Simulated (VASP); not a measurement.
A run of VASP 6.6.1 is set up as follows.

The input INCAR:

```
SYSTEM = SiO2
  ALGO = Normal
  EDIFF = 1E-8
  ENCUT = 520
  GGA = PE
  ISIF = 2
  ISMEAR = -1
  LASPH = .True.
  LCHARG = .False.
  LEFG = .True.
  LREAL = .False.
  LWAVE = .False.
  NBANDS = 25
  NELM = 80
  PREC = Accurate
  SIGMA = 0.03
```

Contents of KPOINTS:

```
k-points
0
Gamma
  7 7 7
  0 0 0
```

File POSCAR:

```
SiO2
1.0
   -2.3419643100      2.3419643100      3.6933992025
    2.3419643100     -2.3419643100      3.6933992025
    2.3419643100      2.3419643100     -3.6933992025
Si O
2 4
Direct
    0.0000000000      0.0000000000      0.0000000000
    0.7500000000      0.2500000000      0.5000000000
    0.9983800000      0.6250000000      0.8733800000
    0.3750000000      0.2483800000      0.3733800000
    0.7516200000      0.1250000000      0.1266200000
    0.8750000000      0.0016200000      0.6266200000
```

Potentials or basis: VASP PAW PBE potentials, release 64 (Si, O).

The run is started by

```console
$ cat potpaw_PBE.64/Si/POTCAR potpaw_PBE.64/O/POTCAR > POTCAR
$ mpirun -np 1 vasp_std > vasp.out
```

(1) Predict the band gap on the k mesh.

(2) Estimate the pressure.

(3) Estimate the largest force.

## Answers

(1) 6.31 eV.

(2) 11.5 GPa.

(3) 0.695 eV/Å.

Caveat: the cell stands under pressure; without QUAD_EFG the Cq values of the log hold for a quadrupole moment of 1 mb, not for the nuclei; an odd mesh through Γ misses points on the zone boundary, where band edges can lie.
